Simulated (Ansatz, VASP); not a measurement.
# KF: VASP beside Ansatz

```
K F
1.0
     3.25895    0.00000    0.00000
     0.00000    3.25895    0.00000
     0.00000    0.00000    3.25895
K F
1 1
Direct
  0.01417 0.01417 0.01417
  0.50000 0.50000 0.50000
```

Alike in both runs: task electric field gradients; functional LDA; k mesh 9 × 9 × 9; occupations fermi-dirac, width 0.02 eV; no spin polarisation.

|  | VASP | Ansatz |
| --- | --- | --- |
| version | VASP 6.6.1 | Ansatz 0.2.0 |
| potentials or method | VASP PAW LDA potentials, release 64 (K_sv, F), cutoff 520 eV | all-electron PAW with datasets made for the crystal, scalar-relativistic |

|  | VASP | Ansatz | Ansatz less VASP |
| --- | --- | --- | --- |
| gap on the k mesh at the Fermi level (eV) | 5.92 | 5.93 | +0.006 |
| pressure (GPa) | -5.6 | -5.7 | -0.07 |
| rms of the force components (eV/Å) | 0.017 | 0.015 | -0.0027 |
| size of Vzz on the site where it differs most (V/Å²) | 0.4 | 0.4 | -0.01 |

LDA's correlation is that of Perdew and Zunger in VASP and of Perdew and Wang (1992) in Ansatz. Atom by atom the forces differ by 0.003 eV/Å (rms over components). Ansatz ran all-electron here, and VASP with PAW potentials.
